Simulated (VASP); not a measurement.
Wanted: the native input for a VASP 6.6.1 run.

| Quantity | Value |
| --- | --- |
| Task | single point |
| Functional | PBEsol |
| Potentials or basis | VASP PAW PBE potentials, release 64 (Hg, Sb) |
| Cutoff | 520 eV |
| k mesh | 10 × 10 × 10 |
| Occupations | gaussian, width 0.05 eV |
| Spin | no spin polarisation |
| Dipole correction | no |
| k mesh for the DOS | 15 × 15 × 15 |
| Occupations for the DOS | tetrahedron |
| Further INCAR settings | ALGO = Normal; EDIFF = 1e-06; NBANDS = 16 |

Crystal: HgSb.

```
Hg Sb
1.0
     0.00000    3.20151    3.20151
     3.20151    0.00000    3.20151
     3.20151    3.20151    0.00000
Hg Sb
1 1
Direct
  0.00000 0.00000 0.00000
  0.25000 0.25000 0.25000
```

These files were run (other wordings do the same):

POSCAR

```
HgSb
1.0
    0.0000000000      3.2015114781      3.2015114781
    3.2015114781      0.0000000000      3.2015114781
    3.2015114781      3.2015114781      0.0000000000
Hg Sb
1 1
Direct
    0.0000000000      0.0000000000      0.0000000000
    0.2500000000      0.2500000000      0.2500000000
```

INCAR.step1

```
  PREC = Accurate
  ENCUT = 520
  EDIFF = 1E-6
  ISMEAR = 0
  SIGMA = 0.05
  LREAL = F
  LASPH = T
  NELM = 100
  ALGO = Normal
  ISIF = 2
  LWAVE = F
  LCHARG = T
  GGA = PS
  NBANDS = 16
```

KPOINTS.step1

```
Automatic mesh
0
Gamma
  10 10 10
```

INCAR.step2

```
  PREC = Accurate
  ENCUT = 520
  EDIFF = 1E-6
  ISMEAR = -5
  SIGMA = 0.05
  LREAL = F
  LASPH = T
  NELM = 100
  ALGO = Normal
  ISIF = 2
  LWAVE = F
  LCHARG = F
  GGA = PS
  LORBIT = 10
  NBANDS = 16
  NEDOS = 2001
  ICHARG = 11
```

KPOINTS.step2

```
Automatic mesh
0
Gamma
  15 15 15
```

Potentials or basis: VASP PAW PBE potentials, release 64 (Hg, Sb).

Run with:

```console
$ cat potpaw_PBE.64/Hg/POTCAR potpaw_PBE.64/Sb/POTCAR > POTCAR
$ cp INCAR.step1 INCAR
$ cp KPOINTS.step1 KPOINTS
$ mpirun -np 1 vasp_std > vasp.out
$ cp INCAR.step2 INCAR
$ cp KPOINTS.step2 KPOINTS
$ mpirun -np 1 vasp_std > vasp.out
```

It gave:

| Quantity | Value |
| --- | --- |
| Valence electrons inside the program's atomic spheres | Hg 10.57; Sb 2.39 |

It took 46 s on 1 thread of Intel(R) Xeon(R) 6975P-C (Granite Rapids), with other jobs on the host, peak memory 0.28 GiB.
